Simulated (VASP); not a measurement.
A run of VASP 6.6.1 is set up as follows.

The input INCAR:

```
PREC     = Accurate       # precision mode
ENCUT    = 600            # plane-wave cutoff, eV
EDIFF    = 1E-7           # SCF threshold, eV
ISMEAR   = 0              # smearing method
SIGMA    = 0.1            # smearing width, eV
LREAL    = False          # projectors in reciprocal space
LASPH    = True           # aspherical terms in the spheres
NELM     = 60             # most SCF steps
ALGO     = Normal         # electronic algorithm
ISIF     = 3              # what is computed and relaxed
LWAVE    = False          # write WAVECAR
LCHARG   = False          # write CHGCAR
GGA      = PS             # functional
IBRION   = 2              # ionic algorithm
NSW      = 70             # ionic steps
EDIFFG   = -0.008         # ionic threshold
PSTRESS  = 120.0
```

Contents of KPOINTS:

```
Automatic mesh
0
Gamma
  20 20 20
```

File POSCAR:

```
V
1.0
   -1.4523537459      1.4523537459      1.4523537459
    1.4523537459     -1.4523537459      1.4523537459
    1.4523537459      1.4523537459     -1.4523537459
V
1
Direct
    0.0000000000      0.0000000000      0.0000000000
```

Potentials or basis: VASP PAW PBE potentials, release 64 (V_sv).

Launch:

```bash
$ cat potpaw_PBE.64/V_sv/POTCAR > POTCAR
$ mpirun -np 1 vasp_std > vasp.out
```

Question: Predict the relaxed cell.

Answer: a = 2.517 Å, b = 2.517 Å, c = 2.517 Å, α = 109.47°, β = 109.47°, γ = 109.47°.

Question: What does it give for the relaxed volume?

Answer: 12.27 Å³/atom.

Step by step:
```tsv
step	energy change (eV)	largest force (eV/Å)	pressure (GPa)	volume (Å³)
1	0.0000	0.0000	12.37	12.25
2	-0.0037	0.0000	11.38	12.30
3	-0.0014	0.0000	12.00	12.27
```

Caveat: the cell is relaxed towards a set pressure, so the run minimises the enthalpy, not the energy; the PAW data sets were made with another functional, which shifts forces and pressure a little.
